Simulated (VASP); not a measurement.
Set up this calculation in VASP 6.6.1, as the native input.

| Item | Value |
| --- | --- |
| Task | single point |
| Functional | PBE |
| Potentials or basis | VASP PAW PBE potentials, release 64 (Zr_sv) |
| Cutoff | 520 eV |
| k mesh | 9 × 9 × 9 |
| Occupations | fermi-dirac, width 0.05 eV |
| Spin | no spin polarisation |
| Dipole correction | no |
| Further INCAR settings | ALGO = Normal; EDIFF = 1e-06; NBANDS = 19 |

The structure of Zr lies in POSCAR:

```
Zr
1.0
    0.0000000000      3.0812078526      3.0812078526
    3.0812078526      0.0000000000      3.0812078526
    3.0812078526      3.0812078526      0.0000000000
Zr
2
Direct
   -0.2375000000     -0.0875000000     -0.0875000000
    0.2375000000      0.0875000000      0.0875000000
```

This cell differs from its parent crystal: shortest bond scaled by 0.7.

One way to write it, as run:

INCAR

```
PREC     = Accurate       # precision mode
ENCUT    = 520            # plane-wave cutoff, eV
EDIFF    = 1E-6           # SCF threshold, eV
ISMEAR   = -1             # smearing method
SIGMA    = 0.05           # smearing width, eV
LREAL    = False          # projectors in reciprocal space
LASPH    = True           # aspherical terms in the spheres
NELM     = 80             # most SCF steps
ALGO     = Normal         # electronic algorithm
ISIF     = 2              # what is computed and relaxed
LWAVE    = False          # write WAVECAR
LCHARG   = True           # write CHGCAR
GGA      = PE             # functional
LELF     = True           # ELF
LVHAR    = True         
NBANDS   = 19             # bands
```

KPOINTS

```
regular mesh
0
Gamma
  9 9 9
```

Potentials or basis: VASP PAW PBE potentials, release 64 (Zr_sv).

Run with:

```console
$ cat potpaw_PBE.64/Zr_sv/POTCAR > POTCAR
$ mpirun -np 1 vasp_std > vasp.out
```

Results of the run:

| Property | Result |
| --- | --- |
| Pressure | 33.0 GPa |
| Largest force | 20.547 eV/Å |
| Band gap on the k mesh | zero (band 12 reaches 6.38 eV, above the bottom of band 13 at 5.30 eV) |

Caveat: the cell differs from its parent crystal (shortest bond scaled by 0.7); forces of over 1 eV/Å act on the atoms, so gaps and moduli don't describe the material at rest.

Run time: 42 s on 1 thread of Intel(R) Xeon(R) Platinum 8488C (Sapphire Rapids) (shared host), peak memory 0.22 GiB.
